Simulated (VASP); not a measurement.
Input of a VASP 6.6.1 run:

INCAR

```
SYSTEM = Li2ZnO2
PREC = Accurate ; ENCUT = 520
EDIFF = 1E-6 ; ISMEAR = 0
SIGMA = 0.02 ; LREAL = .FALSE.
LASPH = .TRUE. ; NELM = 60
ALGO = Normal ; ISIF = 2
LWAVE = .FALSE. ; LCHARG = .TRUE.
GGA = PE ; LELF = .TRUE.
LVHAR = .TRUE. ; NBANDS = 23
```

The input KPOINTS:

```
regular mesh
0
G
  12 12 8
  0 0 0
```

File POSCAR:

```
Li2ZnO2
1.0
    2.9127450785      0.0000000000      0.0000000000
    0.0000000000      2.9127450785      0.0000000000
    0.0000000000      0.0000000000      5.2322712992
Li Zn O
2 1 2
Direct
    0.0000000000      0.5000000000      0.5000000000
    0.5000000000      0.0000000000      0.5000000000
    0.0000000000      0.0000000000      0.0000000000
    0.5000000000      0.5000000000      0.2509732794
    0.5000000000      0.5000000000      0.7490267206
```

Potentials or basis: VASP PAW PBE potentials, release 64 (Li_sv, Zn, O).

Launch:

```bash
$ cat potpaw_PBE.64/Li_sv/POTCAR potpaw_PBE.64/Zn/POTCAR potpaw_PBE.64/O/POTCAR > POTCAR
$ mpirun -np 1 vasp_std > vasp.out
```

Problem. Estimate the largest force.

Solution. 0.018 eV/Å.

Problem. What does it give for the band gap on the k mesh?

Solution. 0.28 eV, direct.

Forces in eV/Å, atoms in the order of the input:
```
Li   0.000  0.000  0.000
Li   0.000  0.000  0.000
Zn   0.000  0.000  0.000
O    0.000  0.000 -0.018
O    0.000  0.000  0.018
```

 A k mesh can miss the band edges.
